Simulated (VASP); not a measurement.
# Al12O in VASP: notebook, part 2 of 2

VASP 6.6.1. The steps go on from the part before.

## 3. Single point, LDA

Contents of INCAR:

```
SYSTEM = Al12O
PREC = Accurate ; ENCUT = 520
EDIFF = 1E-6 ; ISMEAR = 0
SIGMA = 0.1 ; LREAL = .False.
LASPH = .True. ; NELM = 80
ALGO = Normal ; ISIF = 2
LWAVE = .False. ; LCHARG = .False.
GGA = CA ; NBANDS = 33
```

Contents of KPOINTS:

```
regular mesh
0
Gamma
  3 3 1
  0 0 0
```

Contents of POSCAR:

```
Al12O
1.0
    5.7275650000      0.0000000000      0.0000000000
    2.8637820000      4.9602170000      0.0000000000
    0.0000000000      0.0000000000     17.6765370000
Al O
12 1
Direct
    0.1666666208      0.1666667003      0.0565722234
    0.6666667081      0.1666667003      0.0565722234
    0.1666666712      0.6666665995      0.0565722234
    0.6666667585      0.6666665995      0.0565722234
   -0.0993947791      0.2184489106      0.1912011385
    0.4044164829      0.2128836299      0.1917342181
   -0.0944406160      0.7144167281      0.1901986232
    0.4013584710      0.7178675852      0.1904053379
   -0.2317881510      0.0366619041      0.3250466989
    0.2531550955      0.0357341221      0.3250983493
   -0.2272309536      0.5155413564      0.3263057691
    0.2647629636      0.5257697395      0.3160608325
    0.5983863520      0.8612147412      0.3643941684
```

Potentials or basis: VASP PAW LDA potentials, release 64 (Al, O).

Launch:

```bash
cat potpaw_LDA.64/Al/POTCAR potpaw_LDA.64/O/POTCAR > POTCAR
mpirun -np 1 vasp_std > vasp.out
```

It took 1.8 min on 1 thread of Intel Xeon 6975P-C (Granite Rapids), shared host; peak memory 0.48 GiB.

Results (log left out):

```
Free energy            : -56.8222 eV
Largest force          : 0.282 eV/Å
Band gap on the k mesh : zero (bands 21 and 22 overlap by 0.46 eV)
```

Forces in eV/Å, atoms in the order of the input:
```
Al   0.085 -0.084  0.042
Al  -0.021 -0.126  0.050
Al  -0.020  0.219 -0.176
Al   0.074  0.132  0.144
Al   0.013 -0.007 -0.032
Al  -0.001  0.003 -0.025
Al   0.013 -0.027 -0.007
Al   0.004 -0.016 -0.020
Al   0.017  0.003  0.030
Al  -0.074  0.006 -0.009
Al  -0.039 -0.048 -0.034
Al   0.005 -0.011 -0.004
O   -0.055 -0.044  0.040
```

Levels at points of the mesh, in eV from the Fermi level:
```tsv
k point	band 18	band 19	band 20	band 21	band 22	band 23	band 24	band 25
(0.00, 0.00, 0.00)	-2.20	-2.11	-1.49	-0.46	-0.45	-0.25	0.79	0.85
```

Caveat: the k points lie up to 0.42 Å⁻¹ apart.

## 4. Single point, LDA

Contents of INCAR:

```
SYSTEM = Al12O
PREC = Accurate ; ENCUT = 520
EDIFF = 1E-6 ; ISMEAR = 0
SIGMA = 0.1 ; LREAL = .FALSE.
LASPH = .TRUE. ; NELM = 60
ALGO = Normal ; ISIF = 2
LWAVE = .FALSE. ; LCHARG = .FALSE.
NBANDS = 33
```

Contents of KPOINTS:

```
regular mesh
0
G
  3 3 1
  0 0 0
```

Contents of POSCAR:

```
Al12O
1.0
    5.7275650000      0.0000000000      0.0000000000
    2.8637820000      4.9602170000      0.0000000000
    0.0000000000      0.0000000000     17.6765370000
Al O
12 1
Direct
    0.1666666208      0.1666667003      0.0565722234
    0.6666667081      0.1666667003      0.0565722234
    0.1666666712      0.6666665995      0.0565722234
    0.6666667585      0.6666665995      0.0565722234
   -0.1561950623      0.2984669824      0.1879772605
    0.3426856846      0.3041947560      0.1869244525
   -0.1470485949      0.7967213934      0.1881291002
    0.3495088420      0.8053837161      0.1874755219
   -0.1308625393      0.0397843481      0.3220600845
    0.3253015604      0.0600137050      0.3221786598
   -0.1478045289      0.5317321803      0.3200056663
    0.3351524424      0.5675622659      0.3189656436
    0.6016731081      1.0414197605      0.3704298529
```

Potentials or basis: VASP PAW LDA potentials, release 64 (Al, O).

Launch:

```bash
cat potpaw_LDA.64/Al/POTCAR potpaw_LDA.64/O/POTCAR > POTCAR
mpirun -np 1 vasp_std > vasp.out
```

OUTCAR:

```text
SYSTEM = Al12O
   PREC = Accurate
   ENCUT = 520
   EDIFF = 1E-6
   ISMEAR = 0
   LREAL = .FALSE.
   LASPH = .TRUE.
   NELM = 60
   ISIF = 2

 ion  position               nearest neighbor table
   1  0.167  0.167  0.057-   6 2.78   5 2.83   2 2.86   4 2.86   3 2.86   3 2.86   2 2.86   4 2.86
                             8 2.93
   2  0.667  0.167  0.057-   5 2.79   6 2.81   1 2.86   4 2.86   3 2.86   3 2.86   4 2.86   1 2.86
                             7 2.96
   3  0.167  0.667  0.057-   7 2.80   8 2.81   4 2.86   1 2.86   2 2.86   2 2.86   1 2.86   4 2.86
                             6 2.92
   4  0.667  0.667  0.057-   8 2.80   7 2.81   3 2.86   1 2.86   2 2.86   2 2.86   3 2.86   1 2.86
                             5 2.96
[... 406 lines left out ...]
      direct lattice vectors                 reciprocal lattice vectors
     5.727565000  0.000000000  0.000000000     0.174594265 -0.100802024  0.000000000
     2.863782000  4.960217000  0.000000000     0.000000000  0.201604083  0.000000000
     0.000000000  0.000000000 17.676537000     0.000000000  0.000000000  0.056572167

 POSITION                                       TOTAL-FORCE (eV/Angst)
 -----------------------------------------------------------------------------------
      1.43189      0.82670      1.00000         0.127871     -0.026963     -0.051392
      4.29567      0.82670      1.00000        -0.200943     -0.100993      0.119038
      2.86378      3.30681      1.00000        -0.190592     -0.103934     -0.089123
      5.72757      3.30681      1.00000        -0.026087      0.035393     -0.042005
      5.68769      1.48046      3.32279        -0.012190      0.038170     -0.058891
      2.83390      1.50887      3.30418        -0.008511      0.042077      0.004912
      7.16697      3.95191      3.32547         0.016867      0.011073     -0.056758
      4.30828      3.99488      3.31392         0.020698      0.034870      0.025294
      5.09198      0.19734      5.69291         0.165792     -0.039634      0.059828
      2.03505      0.29768      5.69500        -0.080404     -0.029191      0.071304
      6.40377      2.63751      5.65659         0.092883      0.078895      0.052316
      3.54498      2.81523      5.63821         0.093513      0.041808      0.002059
      3.56474      0.20545      6.54792         0.001104      0.018429     -0.036583
 -----------------------------------------------------------------------------------
    total drift:                               -0.000235     -0.000151      0.000104

  FREE ENERGIE OF THE ION-ELECTRON SYSTEM (eV)
  ---------------------------------------------------
  free  energy   TOTEN  =       -56.1450932315 eV

  energy  without entropy=      -56.1148023526  energy(sigma->0) =      -56.12994779
```

Wall time 87 s (1 thread of Intel Xeon 6975P-C (Granite Rapids), shared host); peak memory 0.48 GiB.

Results:

* Free energy: -56.1451 eV
* Largest force: 0.254 eV/Å
* Band gap on the k mesh: zero (bands 21 and 22 overlap by 0.43 eV)

Forces on the atoms (eV/Å):
```
Al   0.128 -0.027 -0.051
Al  -0.201 -0.101  0.119
Al  -0.191 -0.104 -0.089
Al  -0.026  0.035 -0.042
Al  -0.012  0.038 -0.059
Al  -0.009  0.042  0.005
Al   0.017  0.011 -0.057
Al   0.021  0.035  0.025
Al   0.166 -0.040  0.060
Al  -0.080 -0.029  0.071
Al   0.093  0.079  0.052
Al   0.094  0.042  0.002
O    0.001  0.018 -0.037
```

Caveat: the k points lie up to 0.42 Å⁻¹ apart.

## 5. Overview

```csv
cell,gap on the mesh (eV),largest force (eV/Å)
"as given, atomic positions A",none,0.32
"as given, atomic positions B",none,0.28
"as given, atomic positions C",none,0.25
```

Alike in all rows: task single point; level LDA; potentials or basis VASP PAW LDA potentials, release 64 (Al, O); no spin polarisation; k mesh 3 × 3 × 1; cutoff (eV) 520; smearing gaussian 0.1 eV.

Caveats: all runs use coarse meshes.

Absolute energies hang on the potentials; compare differences alone.
